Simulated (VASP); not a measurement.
# Zr (Fd-3m) in VASP: further runs, part 2 of 2

VASP 6.6.1. The steps go on from the part before.

### Step 4. Relaxation of cell and atoms, LDA, target pressure 15 GPa, at which the enthalpy is minimised

Input file INCAR:

```
SYSTEM = Zr
PREC = Accurate
ENCUT = 600
EDIFF = 1E-7
ISMEAR = -1
SIGMA = 0.1
LREAL = .FALSE.
LASPH = .TRUE.
NELM = 60
ALGO = Normal
ISIF = 3
LWAVE = .FALSE.
LCHARG = .FALSE.
GGA = CA
IBRION = 2
NSW = 32
EDIFFG = -0.005
PSTRESS = 150.0
```

Input file KPOINTS:

```
regular mesh
0
G
  12 12 12
  0 0 0
```

Input file POSCAR:

```
Zr
1.0
    0.0000000000      2.7997788411      2.7997788411
    2.7997788411      0.0000000000      2.7997788411
    2.7997788411      2.7997788411      0.0000000000
Zr
2
Direct
   -0.1250000000     -0.1250000000     -0.1250000000
    0.1250000000      0.1250000000      0.1250000000
```

Potentials or basis: VASP PAW LDA potentials, release 64 (Zr_sv).

Started as:

```bash
$ cat potpaw_LDA.64/Zr_sv/POTCAR > POTCAR
$ mpirun -np 1 vasp_std > vasp.out
```

OUTCAR:

```text
SYSTEM = Zr
   PREC = Accurate
   ENCUT = 600
   EDIFF = 1E-7
   ISMEAR = -1
   LREAL = .FALSE.
   LASPH = .TRUE.
   NELM = 60
   ISIF = 3
   GGA = CA
   IBRION = 2
   NSW = 32
   EDIFFG = -0.005
   PSTRESS = 150.0

 ion  position               nearest neighbor table
   1  0.875  0.875  0.875-   2 2.42   2 2.42   2 2.42   2 2.42
   2  0.125  0.125  0.125-   1 2.42   1 2.42   1 2.42   1 2.42

  LATTYP: Found a face centered cubic cell.
 ALAT       =     5.5995576822

  Lattice vectors:

 A1 = (   0.0000000000,   2.7997788411,   2.7997788411)
 A2 = (   2.7997788411,   0.0000000000,   2.7997788411)
 A3 = (   2.7997788411,   2.7997788411,   0.0000000000)

Analysis of symmetry for initial positions (statically):
=====================================================================
[... 256 lines left out ...]
  free energy    TOTEN  =       -13.46782245 eV

  energy without entropy =      -13.34952629  energy(sigma->0) =      -13.40867437

 E-fermi :   8.9383     XC(G=0): -11.2088

 val. band max:        8.9340520065   @ k =   0.0000   0.0000   0.0000
 cond. band min:       8.9414262098   @ k =   0.3333   0.2500   0.0833
 fundamental gap:      0.0073742033
 Fermi energy:         8.9382903548

 k-point     1 :       0.0000    0.0000    0.0000
  band No.  band energies     occupation
      1     -40.0738      2.00000
      2     -38.3991      2.00000
      3     -18.7281      2.00000
      4     -18.7281      2.00000
      5     -18.7281      2.00000
      6     -16.6323      2.00000
[... 433 lines left out ...]
      3     -19.2404      2.00000
      4     -19.0570      2.00000
      5     -18.4270      2.00000
      6     -16.8124      2.00000
[... 8 lines left out ...]
     15      11.1246      0.00000
     16      12.4446      0.00000

 [... further k-points ...]

------------------------ aborting loop because EDIFF is reached ----------------------------------------

  FORCE on cell =-STRESS in cart. coord.  units (eV):
  Direction    XX          YY          ZZ          XY          YZ          ZX
  --------------------------------------------------------------------------------------
  -------------------------------------------------------------------------------------
  Total        4.1268662      4.1268662      4.1268662     -0.0000000      0.0000000     -0.0000000
  in kB      149.9722810    149.9722810    149.9722810     -0.0000000      0.0000000     -0.0000000
  external PRESSURE =      -0.0277190 kB  Pullay stress =     150.0000000 kB
[... 21 lines left out ...]
  energy  without entropy=      -13.3495262919  energy(sigma->0) =      -13.40867437

  enthalpy is  TOTEN    =        -9.3401934415 eV   P V=        4.1276290072

 reached required accuracy - stopping structural energy minimisation
```

CONTCAR:

```text
Zr
   1.00000000000000
    -0.0000000000000000    2.8039052115082055    2.8039052115082055
     2.8039052115082055   -0.0000000000000000    2.8039052115082055
     2.8039052115082055    2.8039052115082055   -0.0000000000000000
  Zr
     2
Direct
     0.8750000000000000    0.8750000000000000    0.8750000000000000
     0.1250000000000000    0.1250000000000000    0.1250000000000000

  0.00000000E+00  0.00000000E+00  0.00000000E+00
  0.00000000E+00  0.00000000E+00  0.00000000E+00
```

Run time: 2.2 min. Hardware: 1 thread of Intel Xeon 8259CL, shared host; peak memory 0.19 GiB.

What came out:

```yaml
Free_energy: -13.4678 eV
Relaxed_volume: 22.04 Å³/atom
Relaxed_cell: a = 3.965 Å, b = 3.965 Å, c = 3.965 Å, α = 60.00°, β = 60.00°, γ = 60.00°
Space_group_after_relaxing_to_0.05_Å: Fd-3m (No. 227)
Energy_change_on_relaxing_the_enthalpy_is_what_falls: -9.2 meV/atom
Ionic_steps: 3
Pressure_after_relaxing: 15.0 GPa
Band_gap_on_the_k_mesh: zero (band 12 reaches 9.45 eV, above the bottom of band 13 at 8.36 eV)
```

The path:
| step | energy change (eV) | largest force (eV/Å) | pressure (GPa) | volume (Å³) |
| --- | --- | --- | --- | --- |
| 1 | 0.0000 | 0.0000 | 15.46 | 43.89 |
| 2 | -0.0375 | 0.0000 | 14.54 | 44.29 |
| 3 | -0.0185 | 0.0000 | 15.00 | 44.09 |

Final structure:
```
CELL_PARAMETERS angstrom
0.00000 2.80391 2.80391
2.80391 0.00000 2.80391
2.80391 2.80391 0.00000
ATOMIC_POSITIONS crystal
Zr 0.87500 0.87500 0.87500
Zr 0.12500 0.12500 0.12500
```

Levels at points of the mesh, in eV from the Fermi level:
```csv
k point,band 9,band 10,band 11,band 12,band 13,band 14,band 15,band 16
"(0.00, 0.00, 0.00)",-4.65,-1.84,-1.84,0.00,0.00,0.00,2.96,2.96
"(0.50, 0.00, 0.00)",-2.14,-1.60,-1.60,-1.42,-0.58,-0.58,1.84,4.56
"(0.50, 0.50, 0.00)",-3.12,-3.12,-0.54,-0.54,1.72,1.72,1.79,1.79
```

Caveat: the cell is relaxed towards a set pressure, so the enthalpy falls and the energy may rise.

### Step 5. Relaxation of cell and atoms, LDA, target pressure 15 GPa, at which the enthalpy is minimised

This run uses another cell than the first one, of 22.94 Å³/atom, 1.045 times its volume.

Input file INCAR:

```
ALGO = Normal
EDIFF = 1E-6
EDIFFG = -0.005
ENCUT = 600
GGA = CA
IBRION = 2
ISIF = 3
ISMEAR = -1
LASPH = True
LCHARG = False
LREAL = False
LWAVE = False
NELM = 60
NSW = 60
PREC = Accurate
PSTRESS = 150.0
SIGMA = 0.1
```

Input file KPOINTS:

```
k-points
0
Gamma
  12 12 12
```

Input file POSCAR:

```
Zr
1.0
    0.0000000000      2.8412738952      2.8412738952
    2.8412738952      0.0000000000      2.8412738952
    2.8412738952      2.8412738952      0.0000000000
Zr
2
Direct
   -0.1250000000     -0.1250000000     -0.1250000000
    0.1250000000      0.1250000000      0.1250000000
```

Potentials or basis: VASP PAW LDA potentials, release 64 (Zr_sv).

Started as:

```bash
$ cat potpaw_LDA.64/Zr_sv/POTCAR > POTCAR
$ mpirun -np 1 vasp_std > vasp.out
```

OUTCAR:

```text
EDIFF = 1E-6
   EDIFFG = -0.005
   ENCUT = 600
   GGA = CA
   IBRION = 2
   ISIF = 3
   ISMEAR = -1
   LASPH = True
   LREAL = False
   NELM = 60
   NSW = 60
   PREC = Accurate
   PSTRESS = 150.0

 ion  position               nearest neighbor table
   1  0.875  0.875  0.875-   2 2.46   2 2.46   2 2.46   2 2.46
   2  0.125  0.125  0.125-   1 2.46   1 2.46   1 2.46   1 2.46

  LATTYP: Found a face centered cubic cell.
 ALAT       =     5.6825477904

  Lattice vectors:

 A1 = (   0.0000000000,   2.8412738952,   2.8412738952)
 A2 = (   2.8412738952,   0.0000000000,   2.8412738952)
 A3 = (   2.8412738952,   2.8412738952,   0.0000000000)

Analysis of symmetry for initial positions (statically):
=====================================================================
 Subroutine PRICEL returns:
 Original cell was already a primitive cell.

 Routine SETGRP: Setting up the symmetry group for a
 face centered cubic supercell.

 Subroutine GETGRP returns: Found 48 space group operations
 (whereof 12 operations were pure point group operations)
 out of a pool of 48 trial point group operations.

The static configuration has the point symmetry D_3d.
 The point group associated with its full space group is O_h .

Analysis of symmetry for dynamics (positions and initial velocities):
=====================================================================
 Subroutine PRICEL returns:
 Original cell was already a primitive cell.

 Routine SETGRP: Setting up the symmetry group for a
 face centered cubic supercell.

 Subroutine GETGRP returns: Found 48 space group operations
 (whereof 12 operations were pure point group operations)
 out of a pool of 48 trial point group operations.

The dynamic configuration has the point symmetry D_3d.
 The point group associated with its full space group is O_h .

 Subroutine INISYM returns: Found 48 space group operations
 (whereof 12 operations are pure point group operations),
 and found     1 'primitive' translations

----------------------------------------------------------------------------------------

                                     Primitive cell

  volume of cell :      45.8743

  direct lattice vectors                    reciprocal lattice vectors
     0.000000000  2.841273895  2.841273895    -0.175977403  0.175977403  0.175977403
     2.841273895  0.000000000  2.841273895     0.175977403 -0.175977403  0.175977403
     2.841273895  2.841273895  0.000000000     0.175977403  0.175977403 -0.175977403

  length of vectors
     4.018168077  4.018168077  4.018168077     0.304801802  0.304801802  0.304801802

  position of ions in fractional coordinates (direct lattice)
     0.875000000  0.875000000  0.875000000
     0.125000000  0.125000000  0.125000000

  ion indices of the primitive-cell ions
   primitive index   ion index
                 1           1
                 2           2

----------------------------------------------------------------------------------------

 KPOINTS: k-points

Automatic generation of k-mesh.
 Grid dimensions read from file:
 generate k-points for:   12   12   12

 Generating k-lattice:

  Cartesian coordinates                     Fractional coordinates (reciprocal lattice)
    -0.014664784  0.014664784  0.014664784     0.083333333  0.000000000  0.000000000
     0.014664784 -0.014664784  0.014664784     0.000000000  0.083333333  0.000000000
     0.014664784  0.014664784 -0.014664784     0.000000000  0.000000000  0.083333333

  Length of vectors
     0.025400150  0.025400150  0.025400150

  Shift w.r.t. Gamma in fractional coordinates (k-lattice)
     0.000000000  0.000000000  0.000000000

 Subroutine IBZKPT returns following result:
 ===========================================

 Found     72 irreducible k-points:

 Following reciprocal coordinates:
            Coordinates               Weight
  0.000000  0.000000  0.000000      1.000000
  0.083333  0.000000  0.000000      8.000000
  0.166667  0.000000  0.000000      8.000000
  0.250000  0.000000  0.000000      8.000000
  0.333333  0.000000  0.000000      8.000000
  0.416667  0.000000  0.000000      8.000000
[... 16 lines left out ...]
  0.500000  0.166667  0.000000     24.000000
 -0.416667  0.166667  0.000000     24.000000
 [... further k-points ...]
   k-points           NKPTS =     72   k-points in BZ     NKDIM =     72   number of bands    NBANDS=     16
   number of dos      NEDOS =    301   number of ions     NIONS =      2
   total plane-waves  NPLWV =  32768
   dimension x,y,z NGX =    32 NGY =   32 NGZ =   32
   dimension x,y,z NGXF=    64 NGYF=   64 NGZF=   64
   ions per type =               2
   NGX,Y,Z   is equivalent  to a cutoff of  13.24, 13.24, 13.24 a.u.
   NGXF,Y,Z  is equivalent  to a cutoff of  26.48, 26.48, 26.48 a.u.
 SYSTEM =  unknown system
   PREC   = accura    normal or accurate (medium, high low for compatibility)
   ISTART =      0    job   : 0-new  1-cont  2-samecut
   ICHARG =      2    charge: 1-file 2-atom 10-const
   ISPIN  =      1    spin polarized calculation?
   LNONCOLLINEAR =      F non collinear calculations
   LSORBIT =      F    spin-orbit coupling
   LASPH  =      T    aspherical Exc in radial PAW
   ENCUT  =  600.0 eV  44.10 Ry    6.64 a.u.   8.03  8.03  8.03*2*pi/ulx,y,z
   NELM   =     60;   NELMIN=  2; NELMDL= -5     # of ELM steps
   EDIFF  = 0.1E-05   stopping-criterion for ELM
   LREAL  =      F    real-space projection
   EDIFFG = -.5E-02   stopping-criterion for IOM
   NSW    =     60    number of steps for IOM
   IBRION =      2    ionic relax: 0-MD 1-quasi-New 2-CG
   NFREE  =      1    steps in history (QN), initial steepest desc. (CG)
   ISIF   =      3    stress and relaxation
   ISYM   =      2    0-nonsym 1-usesym 2-fastsym
   POTIM  = 0.5000    time-step for ionic-motion
   TEBEG  =    0.0;   TEEND  =   0.0 temperature during run
   PSTRESS=  150.0 pullay stress
   NELECT =      24.0000    total number of electrons
   NUPDOWN=      -1.0000    fix difference up-down
   EMIN   =  10.00;   EMAX   =-10.00  energy-range for DOS
   EFERMI =   0.00;   METHOD = LEGACY
   ISMEAR =    -1;   SIGMA  =   0.10  broadening in eV -4-tet -1-fermi 0-gaus
   EFERMI_NEDOS =   21; number of points for ismear=-14 and -15
   IALGO  =     38    algorithm
   IMIX   =      4    mixing-type and parameters
     AMIX     =   0.40;   BMIX     =  1.00
     AMIX_MAG =   1.60;   BMIX_MAG =  1.00
  volume/ion in A,a.u.               =      22.94       154.79
  Fermi-wavevector in a.u.,A,eV,Ry     =   1.319134  2.492801 23.675684  1.740114
  Thomas-Fermi vector in A             =   2.449054
   LORBIT       =      0    0 simple, 1 ext, 2 COOP (PROOUT), +10 PAW based schemes
   GGA     = CA    functional components
   LHFCALC =     F    Hartree Fock is set to
   AEXX    =    0.0000 exact exchange contribution
   IVDW    =     0    specifies the selected vdW correction
   LEPSILON=     F    determine dielectric tensor
   LRPA    =     F    only Hartree local field effects (RPA)
 conjugate gradient relaxation of ions
 non-spin polarized calculation
  energy-cutoff  :      600.00
  volume of cell :       45.87
 maximum number of plane-waves:      1550
   NGX = 17   NGY = 17   NGZ = 17

--------------------------------------- Ionic step        1  -------------------------------------------

 number of electron      23.9999999 magnetization

 Free energy of the ion-electron system (eV)
  ---------------------------------------------------
  ext. energy  EPLUGINS =         0.00000000
  ---------------------------------------------------
  free energy    TOTEN  =       -13.61474183 eV

  energy without entropy =      -13.49073801  energy(sigma->0) =      -13.55273992

------------------------ aborting loop because EDIFF is reached ----------------------------------------

  FORCE on cell =-STRESS in cart. coord.  units (eV):
  Direction    XX          YY          ZZ          XY          YZ          ZX
  --------------------------------------------------------------------------------------
  -------------------------------------------------------------------------------------
  Total        3.2408815      3.2408815      3.2408815     -0.0000000     -0.0000000     -0.0000000
  in kB      113.1890564    113.1890564    113.1890564     -0.0000000     -0.0000000     -0.0000000
  external PRESSURE =     -36.8109436 kB  Pullay stress =     150.0000000 kB
[... 101 lines left out ...]
--------------------------------------- Ionic step        4  -------------------------------------------

 number of electron      24.0000000 magnetization

 Free energy of the ion-electron system (eV)
  ---------------------------------------------------
  ext. energy  EPLUGINS =         0.00000000
  ---------------------------------------------------
  free energy    TOTEN  =       -13.46796433 eV

  energy without entropy =      -13.34969040  energy(sigma->0) =      -13.40882737

 E-fermi :   8.9401     XC(G=0): -11.2095

 val. band max:        8.9358589450   @ k =   0.0000   0.0000   0.0000
 cond. band min:       8.9431660306   @ k =   0.3333   0.2500   0.0833
 fundamental gap:      0.0073070856
 Fermi energy:         8.9400819295

 k-point     1 :       0.0000    0.0000    0.0000
  band No.  band energies     occupation
      1     -40.0725      2.00000
      2     -38.3971      2.00000
      3     -18.7268      2.00000
      4     -18.7268      2.00000
      5     -18.7268      2.00000
      6     -16.6303      2.00000
[... 433 lines left out ...]
      3     -19.2393      2.00000
      4     -19.0558      2.00000
      5     -18.4256      2.00000
      6     -16.8104      2.00000
[... 8 lines left out ...]
     15      11.1270      0.00000
     16      12.4469      0.00000

 [... further k-points ...]
[... 5 lines left out ...]
  --------------------------------------------------------------------------------------
  -------------------------------------------------------------------------------------
  Total        4.1349977      4.1349977      4.1349977      0.0000000      0.0000000     -0.0000000
  in kB      150.2905924    150.2905924    150.2905924      0.0000000      0.0000000     -0.0000000
  external PRESSURE =       0.2905924 kB  Pullay stress =     150.0000000 kB
[... 21 lines left out ...]
  energy  without entropy=      -13.3496904043  energy(sigma->0) =      -13.40882737

  enthalpy is  TOTEN    =        -9.3409618346 eV   P V=        4.1270024944

 reached required accuracy - stopping structural energy minimisation
```

OSZICAR:

```text
N       E                     dE             d eps       ncg     rms          rms(c)
DAV:   1     0.248023726740E+03    0.24802E+03   -0.14605E+04  2304   0.165E+03
DAV:   2     0.514429048053E+00   -0.24751E+03   -0.24495E+03  3048   0.441E+02
DAV:   3    -0.134421327305E+02   -0.13957E+02   -0.13725E+02  4312   0.835E+01
[... 31 lines left out ...]
DAV:   2    -0.134679793177E+02    0.14880E-03   -0.44911E-04  3176   0.194E-01    0.408E-02
DAV:   3    -0.134679576276E+02    0.21690E-04   -0.13186E-04  3600   0.885E-02    0.239E-02
DAV:   4    -0.134679611856E+02   -0.35579E-05   -0.68204E-06  3152   0.161E-02    0.111E-02
DAV:   5    -0.134679643764E+02   -0.31909E-05   -0.89072E-06  3096   0.172E-02    0.437E-03
DAV:   6    -0.134679643289E+02    0.47507E-07   -0.28683E-07  1160   0.591E-03
   4 F= -.93409618E+01 E0= -.92818249E+01  d E =-.210895E-01
```

Wall time 3.2 min (1 thread of Intel Xeon 8259CL, shared host); peak memory 0.2 GiB.

Results:

| Item | Value |
| --- | --- |
| Free energy | -13.4680 eV |
| Relaxed volume | 22.04 Å³/atom |
| Relaxed cell | a = 3.965 Å, b = 3.965 Å, c = 3.965 Å, α = 60.00°, β = 60.00°, γ = 60.00° |
| Space group after relaxing (to 0.05 Å) | Fd-3m (No. 227) |
| Energy change on relaxing (the enthalpy is what falls) | +73.4 meV/atom |
| Ionic steps | 4 |
| Pressure after relaxing | 15.0 GPa |
| Band gap on the k mesh | zero (band 12 reaches 9.45 eV, above the bottom of band 13 at 8.36 eV) |

The path:
```
step  energy change (eV)  largest force (eV/Å)  pressure (GPa)  volume (Å³)
   1              0.0000                0.0000           11.32        45.87
   2              0.3188                0.0000           19.12        42.46
   3              0.1435                0.0000           14.96        44.12
   4              0.1468                0.0000           15.03        44.08
```

Final structure:
```xyz
2
Lattice="0.0000 2.8038 2.8038 2.8038 0.0000 2.8038 2.8038 2.8038 0.0000" Properties=species:S:1:pos:R:3 pbc="T T T"
Zr    4.9066    4.9066    4.9066
Zr    0.7009    0.7009    0.7009
```

Caveat: the cell is relaxed towards a set pressure, so the enthalpy falls and the energy may rise.

### Step 6. Overview

| task | cell | cutoff (eV) | gap on the mesh (eV) | pressure (GPa) |
| --- | --- | --- | --- | --- |
| single point | a = 3.959 Å, angles 60.0°, 2 atoms | 520 | none | 15.5 |
| single point | a = 3.960 Å, angles 60.0°, 2 atoms | 520 | none | 15.4 |
| relaxation of cell and atoms | relaxed to 15 GPa from a = 3.959 Å, angles 60.0°, 2 atoms | 600 | none | 15.0 |
| relaxation of cell and atoms | relaxed to 15 GPa from a = 4.018 Å, angles 60.0°, 2 atoms | 600 | none | 15.0 |

Alike in all rows: level LDA; potentials or basis VASP PAW LDA potentials, release 64 (Zr_sv); no spin polarisation; k mesh 12 × 12 × 12; smearing fermi-dirac 0.1 eV.

Caveats: the cell is relaxed towards a set pressure, so the enthalpy falls and the energy may rise (some runs).

Absolute energies hang on the potentials; compare differences alone.
